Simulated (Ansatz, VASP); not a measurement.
One calculation of GaAs, two programs

Contents of INCAR:

```
SYSTEM = GaAs
PREC = Accurate ; ENCUT = 520
EDIFF = 1E-6 ; ISMEAR = 0
SIGMA = 0.02 ; LREAL = .FALSE.
LASPH = .TRUE. ; NELM = 100
ALGO = Normal ; ISIF = 2
LWAVE = .FALSE. ; LCHARG = .FALSE.
GGA = PS ; NBANDS = 16
```

Contents of KPOINTS:

```
regular mesh
0
G
  10 10 10
  0 0 0
```

File POSCAR:

```
GaAs
1.0
    0.0000000000      2.8289295030      2.8289295030
    2.8289295030      0.0000000000      2.8289295030
    2.8289295030      2.8289295030      0.0000000000
Ga As
1 1
Direct
    0.0000000000      0.0000000000      0.0000000000
    0.2500000000      0.2500000000      0.2500000000
```

Input for Ansatz:

```yaml
crystal:
  lattice:
    - [0.0, 2.828929503, 2.828929503]
    - [2.828929503, 0.0, 2.828929503]
    - [2.828929503, 2.828929503, 0.0]
  atoms:
    - { symbol: Ga, position: [0.0, 0.0, 0.0] }
    - { symbol: As, position: [0.25, 0.25, 0.25] }
basis:
  ecutwfc: 420
  xc_grid: 2
kpoints:
  mp_grid: { grid: [10, 10, 10] }
  band_path: { path: [VBM, CBM], npoints: 2 }
hamiltonian:
  xc: pbesol
scf:
  occupations: { method: gaussian, width: 0.02 }
output:
  forces: true
  stress: true
  eigenvalues: true
```

Alike in both runs: task single point; functional PBEsol; k mesh 10 × 10 × 10; occupations gaussian, width 0.02 eV; no spin polarisation.

|  | VASP | Ansatz |
| --- | --- | --- |
| version | VASP 6.6.1 | Ansatz 0.2.0 |
| potentials or method | VASP PAW PBE potentials, release 64 (Ga_d, As), cutoff 520 eV | scalar-relativistic, plane waves, PAW |
| valence electrons in the cell | 18 | 28 |

```tsv
	VASP	Ansatz	Ansatz less VASP
gap on the k mesh at the Fermi level (eV)	0.44	0.43	-0.014
least direct gap on the mesh (eV)	0.44	0.43	-0.014
pressure (GPa)	0.2	0.0	-0.16
```

VASP's potentials were made for PBE, not for PBEsol. VASP's potentials hold 18 valence electrons a cell and Ansatz's 28, so a difference there can come from the potentials and not from the codes.
